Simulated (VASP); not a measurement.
Here is a VASP 6.6.1 calculation.

File INCAR:

```
SYSTEM = C
  ALGO = Normal
  DIPOL = 0.5 0.5 0.500
  EDIFF = 1E-6
  ENCUT = 520
  GGA = PE
  GGA_COMPAT = .False.
  IDIPOL = 3
  ISIF = 2
  ISMEAR = 0
  LASPH = .True.
  LCHARG = .False.
  LDIPOL = .True.
  LREAL = .False.
  LWAVE = .False.
  NBANDS = 11
  NELM = 120
  NELMDL = -8
  PREC = Accurate
  SIGMA = 0.05
```

The input KPOINTS:

```
k-points
0
Gamma
  15 15 1
  0 0 0
```

File POSCAR:

```
C
1.0
    2.4665518600      0.0000000000      0.0000000000
   -1.2332759300      2.1360965710      0.0000000000
    0.0000000000      0.0000000000     16.0000000000
C
2
Direct
    0.0000000000      0.0000000000      0.5000000000
    0.6666666667      0.3333333333      0.5000000000
```

Potentials or basis: VASP PAW PBE potentials, release 64 (C).

Launch:

```sh
$ cat potpaw_PBE.64/C/POTCAR > POTCAR
$ mpirun -np 1 vasp_std > vasp.out
```

Predict the band gap on the k mesh.

zero (filled and empty bands touch).
